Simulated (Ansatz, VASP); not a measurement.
# Two plane-wave programs on Ga3BAs2

```xyz
6
Lattice="6.5381 0.0000 0.0000 -3.2690 5.6621 0.0000 0.0000 0.0000 3.6808" Properties=species:S:1:pos:R:3 pbc="T T T"
Ga    3.2690    0.0000    1.8404
Ga    1.6345    2.8311    1.8404
Ga   -1.6345    2.8311    1.8404
B     0.0000    0.0000    0.0000
As    0.0000    3.7748    0.0000
As    3.2690    1.8874    0.0000
```

Change from the starting cell: species swapped into the LaB2Rh3 type (P6/mmm, No. 191).

Alike in both runs: functional PBE; k mesh 3 × 3 × 6; occupations gaussian, width 0.1 eV; no spin polarisation.

Ansatz relaxed the structure, and its values are those at the end. VASP's run is a single point on that final structure, the one shown.

|  | VASP | Ansatz |
| --- | --- | --- |
| version | VASP 6.6.1 | Ansatz 0.2.0 |
| potentials or method | VASP PAW PBE potentials, release 64 (Ga_d, B, As), cutoff 520 eV | scalar-relativistic, plane waves, PAW |
| valence electrons in the cell | 52 | 72 |

|  | VASP | Ansatz | Ansatz less VASP |
| --- | --- | --- | --- |
| gap on the k mesh at the Fermi level (eV) | none | none | - |
| pressure (GPa) | 0.4 | 0.2 | -0.13 |

A gap of «none» marks a metal or a gap that the smearing closes. VASP's potentials hold 52 valence electrons a cell and Ansatz's 72, so a difference there can come from the potentials and not from the codes.

The k mesh is coarse, so the values compare programs but aren't converged.
